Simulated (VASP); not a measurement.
Write the native input for VASP 6.6.1 that does the following.

| Property | Result |
| --- | --- |
| Task | single point |
| Functional | r2SCAN |
| Potentials or basis | VASP PAW PBE potentials, release 64 (Cd, S) |
| Cutoff | 520 eV |
| k mesh | 8 × 8 × 8 |
| Occupations | gaussian, width 0.05 eV |
| Spin | no spin polarisation |
| Dipole correction | no |
| Further INCAR settings | ALGO = Normal; EDIFF = 1e-06; NBANDS = 16 |

Crystal: CdS.

```xyz
2
Lattice="0.0000 2.7269 2.7269 2.7269 0.0000 2.7269 2.7269 2.7269 0.0000" Properties=species:S:1:pos:R:3 pbc="T T T"
Cd    0.0463    0.0463    0.0000
S     2.5645    2.5645    2.7269
```

This cell differs from its parent crystal: mode 4 frozen in at -0.162 Å and mode 5 at -0.162 Å (largest displacements).

The input as run:

POSCAR

```
CdS
1.0
    0.0000000000      2.7269062253      2.7269062253
    2.7269062253      0.0000000000      2.7269062253
    2.7269062253      2.7269062253      0.0000000000
Cd S
1 1
Direct
    0.0000000000      0.0000000000      0.0169847414
    0.5000000000      0.5000000000      0.4404453301
```

INCAR.step1

```
SYSTEM = CdS
  ALGO = Normal
  EDIFF = 1E-4
  ENCUT = 520
  GGA = PE
  ISMEAR = 0
  LASPH = .True.
  LCHARG = .False.
  LREAL = .False.
  LWAVE = .True.
  NBANDS = 16
  NELM = 100
  PREC = Accurate
  SIGMA = 0.05
```

INCAR.step2

```
SYSTEM = CdS
  ALGO = Normal
  EDIFF = 1E-6
  ENCUT = 520
  ISIF = 2
  ISMEAR = 0
  ISTART = 1
  LASPH = .True.
  LCHARG = .False.
  LMIXTAU = .True.
  LREAL = .False.
  LWAVE = .False.
  METAGGA = R2SCAN
  NBANDS = 16
  NELM = 100
  PREC = Accurate
  SIGMA = 0.05
```

KPOINTS

```
k-points
0
Gamma
  8 8 8
  0 0 0
```

Potentials or basis: VASP PAW PBE potentials, release 64 (Cd, S).

Launch:

```sh
$ cat potpaw_PBE.64/Cd/POTCAR potpaw_PBE.64/S/POTCAR > POTCAR
$ cp INCAR.step1 INCAR
$ mpirun -np 1 vasp_std > vasp.out
$ cp INCAR.step2 INCAR
$ mpirun -np 1 vasp_std > vasp.out
```

It gave:

The pressure is 3.1 GPa. The largest force is 0.657 eV/Å. The band gap on the k mesh is 0.90 eV, indirect (least direct gap 2.20 eV).

Caveat: the cell differs from its parent crystal (mode 4 frozen in at -0.162 Å and mode 5 at -0.162 Å (largest displacements)); the PAW data sets were made with another functional, which shifts forces and pressure a little.

Wall time 3.7 min on 1 thread of Intel(R) Xeon(R) Platinum 8488C (Sapphire Rapids), on a shared host, peak memory 0.21 GiB.
